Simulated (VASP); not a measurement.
Write the native input for VASP 6.6.1 that does the following.

- Task: single point
- Functional: LDA
- Potentials or basis: VASP PAW LDA potentials, release 64 (Cs_sv, In_d, Ag, Cl)
- Cutoff: 500 eV
- k mesh: 4 × 4 × 4
- Occupations: gaussian, width 0.01 eV
- Spin: no spin polarisation
- Dipole correction: no
- Further INCAR settings: ALGO = Normal; EDIFF = 1e-06; NBANDS = 53

The structure of Cs2InAgCl6 lies in POSCAR:

```
Cs2InAgCl6
1.0
    0.0000000000      5.3622207911      5.3622207911
    5.3622207911      0.0000000000      5.3622207911
    5.3622207911      5.3622207911      0.0000000000
Cs In Ag Cl
2 1 1 6
Direct
    0.2500000000      0.2500000000      0.2500000000
    0.7500000000      0.7500000000      0.7500000000
    0.0000000000      0.0000000000      0.0000000000
    0.5000000000      0.5000000000      0.5000000000
    0.7602100000      0.2397900000      0.2397900000
    0.2397900000      0.7602100000      0.2397900000
    0.2397900000      0.7602100000      0.7602100000
    0.7602100000      0.2397900000      0.7602100000
    0.2397900000      0.2397900000      0.7602100000
    0.7602100000      0.7602100000      0.2397900000
```

The input as run:

INCAR

```
  PREC = Accurate
  ENCUT = 500
  EDIFF = 1E-6
  ISMEAR = 0
  SIGMA = 0.01
  LREAL = F
  LASPH = T
  NELM = 120
  ALGO = Normal
  ISIF = 2
  LWAVE = F
  LCHARG = F
  GGA = CA
  NBANDS = 53
  GGA_COMPAT = F
```

KPOINTS

```
Automatic mesh
0
Gamma
  4 4 4
```

Potentials or basis: VASP PAW LDA potentials, release 64 (Cs_sv, In_d, Ag, Cl).

Launch:

```sh
$ cat potpaw_LDA.64/Cs_sv/POTCAR potpaw_LDA.64/In_d/POTCAR potpaw_LDA.64/Ag/POTCAR potpaw_LDA.64/Cl/POTCAR > POTCAR
$ mpirun -np 1 vasp_std > vasp.out
```

It gave:

```
Pressure               : -4.0 GPa
Largest force          : 0.012 eV/Å
Band gap on the k mesh : 0.86 eV
```

Caveat: the cell stands under tension; spin-orbit coupling is left out, which moves the levels of the heavy elements.

It took 90 s on 1 thread of Intel(R) Xeon(R) 6975P-C (Granite Rapids) (shared host), peak memory 0.41 GiB.
